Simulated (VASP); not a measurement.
Lu2AlSb2, 5 atoms in the cell. It takes space group Immm (No. 71, orthorhombic). The conventional cell has a = 4.414 Å, b = 6.246 Å, c = 9.284 Å, α = 90.00°, β = 90.00°, γ = 90.00°. Lu (site symmetry mm2) has 6 Sb at 3.23 Å and 4 Al at 3.47 to 3.69 Å and 7 Lu at 3.89 to 4.41 Å within 4.5 Å. Within 3.7 Å of Sb (site symmetry m2m) lie 2 Sb at 2.63 to 3.61 Å and 2 Al at 2.85 Å and 6 Lu at 3.23 Å. Al (site symmetry mmm) has 4 Sb at 2.85 Å and 8 Lu at 3.47 to 3.69 Å within 3.8 Å. 

* Program: VASP 6.6.1
* Task: single point
* Functional: PBE
* Potentials or basis: VASP PAW PBE potentials, release 64 (Lu, Sb, Al)
* Cutoff: 520 eV
* k mesh: 7 × 7 × 7
* Occupations: methfessel-paxton, width 0.0161 eV
* Spin: no spin polarisation
* Dipole correction: no
* Further INCAR settings: ALGO = Normal; EDIFF = 1e-07; NBANDS = 40

Potentials or basis: VASP PAW PBE potentials, release 64 (Lu, Sb, Al).

Run with:

```console
$ cat potpaw_PBE.64/Lu/POTCAR potpaw_PBE.64/Sb/POTCAR potpaw_PBE.64/Al/POTCAR > POTCAR
$ mpirun -np 1 vasp_std > vasp.out
```

Hardware: 1 thread of Intel(R) Xeon(R) 6975P-C (Granite Rapids) (shared host).

**Question.** How long does it take, and how much memory?

**Answer.** Wall time 2.6 min on 1 thread of Intel(R) Xeon(R) 6975P-C (Granite Rapids), with other jobs on the host, peak memory 0.49 GiB. Counts: scf iterations 15, k points 64.
